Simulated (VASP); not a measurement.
# C (R-3m) in VASP: notebook

Runs on C. Level: PBE. Tasks: single point, relaxation of cell and atoms.

Program: VASP 6.6.1. These are calculated values, not measurements. Logs are shortened: lines on timing, memory, paths and dates and some standing lists are left out, and cuts for length are marked.

## (1) The cell of the first run

The structure is trigonal, space group R-3m (No. 166). Conventional cell: a = 6.790 Å, b = 6.790 Å, c = 2.373 Å, α = 90.00°, β = 90.00°, γ = 120.00°. Within 1.9 Å of C (site symmetry m) lie 4 C at 1.46 to 1.58 Å.

The cell was built from a structure type or drawn by symmetry, and may not be a known phase.

## (2) Single point, PBE

INCAR

```
PREC     = Accurate       # precision mode
ENCUT    = 520            # plane-wave cutoff, eV
EDIFF    = 1E-7           # SCF threshold, eV
ISMEAR   = 0              # smearing method
SIGMA    = 0.1            # smearing width, eV
LREAL    = False          # projectors in reciprocal space
LASPH    = True           # aspherical terms in the spheres
NELM     = 60             # most SCF steps
ALGO     = Normal         # electronic algorithm
ISIF     = 2              # what is computed and relaxed
LWAVE    = False          # write WAVECAR
LCHARG   = False          # write CHGCAR
GGA      = PE             # functional
NBANDS   = 21             # bands
```

KPOINTS

```
regular mesh
0
Gamma
  6 6 6
```

POSCAR

```
C
1.0
    3.3952408600      1.9602432300      0.7910295600
   -3.3952408600      1.9602432300      0.7910295600
    0.0000000000     -3.9204864500      0.7910295600
C
6
Direct
    0.8062090300      0.1851480000      0.8062090300
    0.1937909700      0.1937909700      0.8148520000
    0.1851480000      0.8062090300      0.8062090300
    0.8148520000      0.1937909700      0.1937909700
    0.8062090300      0.8062090300      0.1851480000
    0.1937909700      0.8148520000      0.1937909700
```

Potentials or basis: VASP PAW PBE potentials, release 64 (C).

Run with:

```bash
cat potpaw_PBE.64/C/POTCAR > POTCAR
mpirun -np 1 vasp_std > vasp.out
```

OUTCAR:

```text
PREC = Accurate
   ENCUT = 520
   EDIFF = 1E-7
   ISMEAR = 0
   LREAL = False
   LASPH = True
   NELM = 60
   ISIF = 2
   GGA = PE

 ion  position               nearest neighbor table
   1  0.806  0.185  0.806-   6 1.46   4 1.52   2 1.52   6 1.58
   2  0.194  0.194  0.815-   5 1.46   3 1.52   1 1.52   5 1.58
   3  0.185  0.806  0.806-   4 1.46   6 1.52   2 1.52   4 1.58
   4  0.815  0.194  0.194-   3 1.46   1 1.52   5 1.52   3 1.58
   5  0.806  0.806  0.185-   2 1.46   4 1.52   6 1.52   2 1.58
   6  0.194  0.815  0.194-   1 1.46   3 1.52   5 1.52   1 1.58

  LATTYP: Found a trigonal (rhomboedric) cell.
 ALAT       =     3.9994926907
 COS(alpha) =    -0.4413231373

  Lattice vectors:

 A1 = (   3.3952408600,   1.9602432300,   0.7910295600)
 A2 = (  -3.3952408600,   1.9602432300,   0.7910295600)
 A3 = (   0.0000000000,  -3.9204864500,   0.7910295600)

Analysis of symmetry for initial positions (statically):
=====================================================================
 Subroutine PRICEL returns:
 Original cell was already a primitive cell.

 Routine SETGRP: Setting up the symmetry group for a
 trigonal (rhombohedral) supercell.

 Subroutine GETGRP returns: Found 12 space group operations
 (whereof 12 operations were pure point group operations)
 out of a pool of 12 trial point group operations.

The static configuration has the point symmetry D_3d.

Analysis of symmetry for dynamics (positions and initial velocities):
=====================================================================
 Subroutine PRICEL returns:
 Original cell was already a primitive cell.

 Routine SETGRP: Setting up the symmetry group for a
 trigonal (rhombohedral) supercell.

 Subroutine GETGRP returns: Found 12 space group operations
 (whereof 12 operations were pure point group operations)
 out of a pool of 12 trial point group operations.

The dynamic configuration has the point symmetry D_3d.

 Subroutine INISYM returns: Found 12 space group operations
 (whereof 12 operations are pure point group operations),
 and found     1 'primitive' translations

----------------------------------------------------------------------------------------

                                     Primitive cell

  volume of cell :      31.5882

  direct lattice vectors                    reciprocal lattice vectors
     3.395240860  1.960243230  0.791029560     0.147264957  0.085023463  0.421391753
    -3.395240860  1.960243230  0.791029560    -0.147264957  0.085023463  0.421391753
     0.000000000 -3.920486450  0.791029560     0.000000000 -0.170046925  0.421391754

  length of vectors
     3.999492691  3.999492691  3.999492689     0.454408370  0.454408370  0.454408371

  position of ions in fractional coordinates (direct lattice)
     0.806209030  0.185148000  0.806209030
     0.193790970  0.193790970  0.814852000
     0.185148000  0.806209030  0.806209030
     0.814852000  0.193790970  0.193790970
     0.806209030  0.806209030  0.185148000
     0.193790970  0.814852000  0.193790970

  ion indices of the primitive-cell ions
   primitive index   ion index
                 1           1
                 2           2
                 3           3
                 4           4
                 5           5
                 6           6

----------------------------------------------------------------------------------------

 KPOINTS: regular mesh

Automatic generation of k-mesh.
 Grid dimensions read from file:
 generate k-points for:    6    6    6

 Generating k-lattice:

  Cartesian coordinates                     Fractional coordinates (reciprocal lattice)
     0.024544160  0.014170577  0.070231959     0.166666667 -0.000000000  0.000000000
    -0.024544160  0.014170577  0.070231959    -0.000000000  0.166666667  0.000000000
     0.000000000 -0.028341154  0.070231959     0.000000000  0.000000000  0.166666667

  Length of vectors
     0.075734728  0.075734728  0.075734728

  Shift w.r.t. Gamma in fractional coordinates (k-lattice)
     0.000000000  0.000000000  0.000000000

 Subroutine IBZKPT returns following result:
 ===========================================

 Found     32 irreducible k-points:

 Following reciprocal coordinates:
            Coordinates               Weight
  0.000000  0.000000  0.000000      1.000000
  0.166667  0.000000  0.000000      6.000000
  0.333333 -0.000000  0.000000      6.000000
  0.500000 -0.000000 -0.000000      3.000000
  0.166667  0.166667  0.000000      6.000000
  0.333333  0.166667  0.000000     12.000000
[... 16 lines left out ...]
  0.500000  0.500000  0.166667      6.000000
 -0.333333  0.500000  0.166667     12.000000
 [... further k-points ...]
   k-points           NKPTS =     32   k-points in BZ     NKDIM =     32   number of bands    NBANDS=     21
   number of dos      NEDOS =    301   number of ions     NIONS =      6
   total plane-waves  NPLWV =  27000
   dimension x,y,z NGX =    30 NGY =   30 NGZ =   30
   dimension x,y,z NGXF=    60 NGYF=   60 NGZF=   60
   ions per type =               6
   NGX,Y,Z   is equivalent  to a cutoff of  12.47, 12.47, 12.47 a.u.
   NGXF,Y,Z  is equivalent  to a cutoff of  24.94, 24.94, 24.94 a.u.
 SYSTEM =  unknown system
   PREC   = accura    normal or accurate (medium, high low for compatibility)
   ISTART =      0    job   : 0-new  1-cont  2-samecut
   ICHARG =      2    charge: 1-file 2-atom 10-const
   ISPIN  =      1    spin polarized calculation?
   LNONCOLLINEAR =      F non collinear calculations
   LSORBIT =      F    spin-orbit coupling
   LASPH  =      T    aspherical Exc in radial PAW
   ENCUT  =  520.0 eV  38.22 Ry    6.18 a.u.   7.44  7.44  7.44*2*pi/ulx,y,z
   NELM   =     60;   NELMIN=  2; NELMDL= -5     # of ELM steps
   EDIFF  = 0.1E-06   stopping-criterion for ELM
   LREAL  =      F    real-space projection
   EDIFFG = 0.1E-05   stopping-criterion for IOM
   NSW    =      0    number of steps for IOM
   IBRION =     -1    ionic relax: 0-MD 1-quasi-New 2-CG
   NFREE  =      0    steps in history (QN), initial steepest desc. (CG)
   ISIF   =      2    stress and relaxation
   ISYM   =      2    0-nonsym 1-usesym 2-fastsym
   POTIM  = 0.5000    time-step for ionic-motion
   TEBEG  =    0.0;   TEEND  =   0.0 temperature during run
   PSTRESS=    0.0 pullay stress
   NELECT =      24.0000    total number of electrons
   NUPDOWN=      -1.0000    fix difference up-down
   EMIN   =  10.00;   EMAX   =-10.00  energy-range for DOS
   EFERMI =   0.00;   METHOD = LEGACY
   ISMEAR =     0;   SIGMA  =   0.10  broadening in eV -4-tet -1-fermi 0-gaus
   EFERMI_NEDOS =   21; number of points for ismear=-14 and -15
   IALGO  =     38    algorithm
   IMIX   =      4    mixing-type and parameters
     AMIX     =   0.40;   BMIX     =  1.00
     AMIX_MAG =   1.60;   BMIX_MAG =  1.00
  volume/ion in A,a.u.               =       5.26        35.53
  Fermi-wavevector in a.u.,A,eV,Ry     =   1.493839  2.822946 30.362141  2.231554
  Thomas-Fermi vector in A             =   2.606188
   LORBIT       =      0    0 simple, 1 ext, 2 COOP (PROOUT), +10 PAW based schemes
   GGA     = PE    functional components
   LHFCALC =     F    Hartree Fock is set to
   AEXX    =    0.0000 exact exchange contribution
   IVDW    =     0    specifies the selected vdW correction
   LEPSILON=     F    determine dielectric tensor
   LRPA    =     F    only Hartree local field effects (RPA)
 non-spin polarized calculation
 Gauss-broadening in eV      SIGMA  =   0.10
  energy-cutoff  :      520.00
  volume of cell :       31.59
 maximum number of plane-waves:       885
 NGX is ok and might be reduce to    30
   NGX = 15   NGY = 15   NGZ = 15

 number of electron      24.0000001 magnetization

 Free energy of the ion-electron system (eV)
  ---------------------------------------------------
  ext. energy  EPLUGINS =         0.00000000
  ---------------------------------------------------
  free energy    TOTEN  =       -50.02520603 eV

  energy without entropy =      -50.02520603  energy(sigma->0) =      -50.02520603

 E-fermi :  11.5306     XC(G=0): -13.6295

 val. band max:       11.0000441168   @ k =   0.0000   0.0000   0.0000
 cond. band min:      12.6159750809   @ k =   0.5000   0.5000   0.5000
 fundamental gap:      1.6159309642
 Fermi energy:        11.5305847878

 k-point     1 :       0.0000    0.0000    0.0000
  band No.  band energies     occupation
      1     -11.9950      2.00000
      2      -3.3533      2.00000
      3      -3.3533      2.00000
      4      -2.1523      2.00000
      5      -1.4058      2.00000
      6      -1.4058      2.00000
[... 13 lines left out ...]
     20      22.8596      0.00000
     21      24.6119      0.00000

 k-point     2 :       0.1667    0.0000    0.0000
  band No.  band energies     occupation
      1     -11.3273      2.00000
      2      -3.7843      2.00000
      3      -3.2653      2.00000
      4      -1.0701      2.00000
      5      -0.8134      2.00000
      6      -0.3783      2.00000
[... 13 lines left out ...]
     20      23.6960      0.00000
     21      24.5756      0.00000

 k-point     3 :       0.3333   -0.0000    0.0000
  band No.  band energies     occupation
      1      -9.3569      2.00000
      2      -3.4784      2.00000
      3      -3.2580      2.00000
      4      -0.1825      2.00000
      5       0.1821      2.00000
      6       0.7589      2.00000
[... 13 lines left out ...]
     20      24.3302      0.00000
     21      24.5964      0.00000
[... 457 lines left out ...]
 k-point    23 :       0.5000    0.5000    0.1667
  band No.  band energies     occupation
      1      -9.4154      2.00000
      2      -8.3087      2.00000
      3      -5.0404      2.00000
      4      -1.6599      2.00000
      5       3.6019      2.00000
      6       3.6787      2.00000
[... 13 lines left out ...]
     20      22.6262      0.00000
     21      24.4985      0.00000

 k-point    24 :      -0.3333    0.5000    0.1667
  band No.  band energies     occupation
      1      -8.1458      2.00000
      2      -6.2823      2.00000
      3      -3.1678      2.00000
      4      -1.7693      2.00000
      5      -0.0027      2.00000
      6       1.4581      2.00000
[... 13 lines left out ...]
     20      24.2553      0.00000
     21      25.3971      0.00000

 [... further k-points ...]

------------------------ aborting loop because EDIFF is reached ----------------------------------------

  FORCE on cell =-STRESS in cart. coord.  units (eV):
  Direction    XX          YY          ZZ          XY          YZ          ZX
  --------------------------------------------------------------------------------------
  -------------------------------------------------------------------------------------
  Total       10.3066524     10.3066524     11.2235452      0.0000000      0.0000000      0.0000000
  in kB      522.7616218    522.7616229    569.2671554      0.0000000      0.0000024      0.0000000
  external PRESSURE =     538.2634667 kB  Pullay stress =       0.0000000 kB

 VOLUME and BASIS-vectors are now :
 -----------------------------------------------------------------------------
  energy-cutoff  :      520.00
  volume of cell :       31.59
      direct lattice vectors                 reciprocal lattice vectors
     3.395240860  1.960243230  0.791029560     0.147264957  0.085023463  0.421391753
    -3.395240860  1.960243230  0.791029560    -0.147264957  0.085023463  0.421391753
     0.000000000 -3.920486450  0.791029560     0.000000000 -0.170046925  0.421391754

 POSITION                                       TOTAL-FORCE (eV/Angst)
 -----------------------------------------------------------------------------------
      2.10865     -1.21743      1.42193        -0.058515      0.033784      2.799662
      0.00000     -2.43486      0.95116         0.000000      0.067568     -2.799662
     -2.10865     -1.21743      1.42193         0.058515      0.033784      2.799662
      2.10865      1.21743      0.95116        -0.058515     -0.033784     -2.799662
      0.00000      2.43486      1.42193         0.000000     -0.067568      2.799662
     -2.10865      1.21743      0.95116         0.058515     -0.033784     -2.799662
 -----------------------------------------------------------------------------------
    total drift:                               -0.000000     -0.000000      0.000000

  FREE ENERGIE OF THE ION-ELECTRON SYSTEM (eV)
  ---------------------------------------------------
  free  energy   TOTEN  =       -50.0252060322 eV

  energy  without entropy=      -50.0252060322  energy(sigma->0) =      -50.02520603
```

It took 17 s on 1 thread of Intel Xeon 6975P-C (Granite Rapids), shared host; peak memory 0.16 GiB.

Results:

```yaml
Free_energy: -50.0252 eV
Pressure: 53.8 GPa
Largest_force: 2.800 eV/Å
Band_gap_on_the_k_mesh: 1.62 eV (least direct gap 4.19 eV)
```

Forces in eV/Å, atoms in the order of the input:
```
C   -0.059  0.034  2.800
C    0.000  0.068 -2.800
C    0.059  0.034  2.800
C   -0.059 -0.034 -2.800
C    0.000 -0.068  2.800
C    0.059 -0.034 -2.800
```

Levels at points of the mesh, in eV from the valence-band top:
| k point | band 10 | band 11 | band 12 | band 13 | band 14 | band 15 |
| --- | --- | --- | --- | --- | --- | --- |
| (0.00, 0.00, 0.00) | -0.23 | 0.00 | 0.00 | 4.28 | 6.47 | 6.47 |
| (0.50, 0.00, 0.00) | -5.83 | -5.59 | -2.58 | 3.25 | 4.14 | 6.17 |
| (0.50, 0.50, 0.00) | -3.43 | -2.99 | -1.25 | 6.57 | 6.73 | 8.11 |
| (0.50, 0.50, 0.50) | -3.91 | -3.91 | -2.72 | 1.62 | 5.51 | 5.51 |

Caveat: the k points lie up to 0.48 Å⁻¹ apart; forces of over 1 eV/Å act on the atoms, so gaps and moduli don't describe the material at rest. A k mesh can miss the band edges.

## (3) Single point, PBE

This run uses another cell than the first one, of 6.07 Å³/atom.

INCAR

```
SYSTEM = C
ALGO = Normal
EDIFF = 1E-7
ENCUT = 520
GGA = PE
ISIF = 2
ISMEAR = 0
LASPH = .TRUE.
LCHARG = .FALSE.
LREAL = .FALSE.
LWAVE = .FALSE.
NBANDS = 21
NELM = 100
PREC = Accurate
SIGMA = 0.1
```

KPOINTS

```
k-points
0
G
  6 6 6
  0 0 0
```

POSCAR

```
C
1.0
    3.5274430802      2.0365702137      0.8453277747
   -3.5274430802      2.0365702137      0.8453277747
    0.0000000000     -4.0731404220      0.8453277875
C
6
Direct
    0.8363721450      0.2113873474      0.8363721450
    0.1636278550      0.1636278550      0.7886126526
    0.2113873474      0.8363721450      0.8363721450
    0.7886126526      0.1636278550      0.1636278550
    0.8363721450      0.8363721450      0.2113873474
    0.1636278550      0.7886126526      0.1636278550
```

Potentials or basis: VASP PAW PBE potentials, release 64 (C).

Run with:

```bash
cat potpaw_PBE.64/C/POTCAR > POTCAR
mpirun -np 1 vasp_std > vasp.out
```

Wall time 12 s (1 thread of Intel Xeon 6975P-C (Granite Rapids), shared host); peak memory 0.17 GiB.

It converged, with:

| Property | Result |
| --- | --- |
| Free energy | -51.2065 eV |
| Pressure | 0.6 GPa |
| Largest force | 0.032 eV/Å |
| Band gap on the k mesh | zero (bands 12 and 13 overlap by 0.12 eV) |

Forces on the atoms (eV/Å):
```
C    0.014 -0.008 -0.028
C    0.000 -0.016  0.028
C   -0.014 -0.008 -0.028
C    0.014  0.008  0.028
C    0.000  0.016 -0.028
C   -0.014  0.008  0.028
```

Stress tensor (GPa, compression positive):
```
0.78 0.00 0.00
0.00 0.78 0.00
0.00 0.00 0.28
```

Levels at points of the mesh, in eV from the Fermi level:
```tsv
k point	band 8	band 9	band 10	band 11	band 12	band 13	band 14	band 15	band 16	band 17
(0.00, 0.00, 0.00)	-4.00	-4.00	-1.55	-1.55	0.06	0.84	3.69	3.69	7.60	7.60
(0.50, 0.00, 0.00)	-8.43	-6.71	-6.24	-6.03	-3.66	2.42	3.11	4.96	7.64	8.60
(0.50, 0.50, 0.00)	-6.24	-4.35	-4.34	-3.00	-1.23	2.56	4.90	5.36	5.79	7.15
(0.50, 0.50, 0.50)	-7.15	-5.42	-5.06	-5.06	-3.76	-0.06	5.73	5.73	7.99	7.99
```

Caveat: the k points lie up to 0.45 Å⁻¹ apart.

(Part 1 of 2 ends here.)
